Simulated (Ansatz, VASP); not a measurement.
**Ge in VASP and in Ansatz**

Contents of INCAR:

```
  PREC = Accurate
  ENCUT = 520
  EDIFF = 1E-6
  ISMEAR = 0
  SIGMA = 0.1
  LREAL = False
  LASPH = True
  NELM = 60
  ALGO = Normal
  ISIF = 2
  LWAVE = False
  LCHARG = False
  NBANDS = 21
```

KPOINTS

```
regular mesh
0
Gamma
  14 14 14
```

POSCAR

```
Ge
1.0
    0.0000000000      2.8926235397      2.8926235397
    2.8926235397      0.0000000000      2.8926235397
    2.8926235397      2.8926235397      0.0000000000
Ge
2
Direct
    0.5000000000      0.5000000000      0.5000000000
    0.7500000000      0.7500000000      0.7500000000
```

Input for Ansatz:

```yaml
crystal:
  lattice:
    - [0.0, 2.8926235397, 2.8926235397]
    - [2.8926235397, 0.0, 2.8926235397]
    - [2.8926235397, 2.8926235397, 0.0]
  atoms:
    - { symbol: Ge, position: [0.5, 0.5, 0.5] }
    - { symbol: Ge, position: [0.75, 0.75, 0.75] }
basis:
  ecutwfc: 420
kpoints:
  mp_grid: { grid: [14, 14, 14] }
hamiltonian:
  xc: lda
  pseudopotentials: { kind: paw, azcp: { folder: soft_1 } }
scf:
  occupations: { method: gaussian, width: 0.1 }
output:
  forces: true
  stress: true
  eigenvalues: true
```

Alike in both runs: task single point; functional LDA; k mesh 14 × 14 × 14; occupations gaussian, width 0.1 eV; no spin polarisation.

|  | VASP | Ansatz |
| --- | --- | --- |
| version | VASP 6.6.1 | Ansatz 0.2.0 |
| potentials or method | VASP PAW LDA potentials, release 64 (Ge_d), cutoff 520 eV | scalar-relativistic, plane waves, PAW |
| valence electrons in the cell | 28 | 28 |

```csv
,VASP,Ansatz,Ansatz less VASP
gap on the k mesh at the Fermi level (eV),none,none,-
pressure (GPa),-4.9,-5.0,-0.10
```

Ansatz warns that its potentials were made for another functional, while VASP's fit it. LDA's correlation is that of Perdew and Zunger in VASP and of Perdew and Wang (1992) in Ansatz. A gap of «none» marks a metal or a gap that the smearing closes.
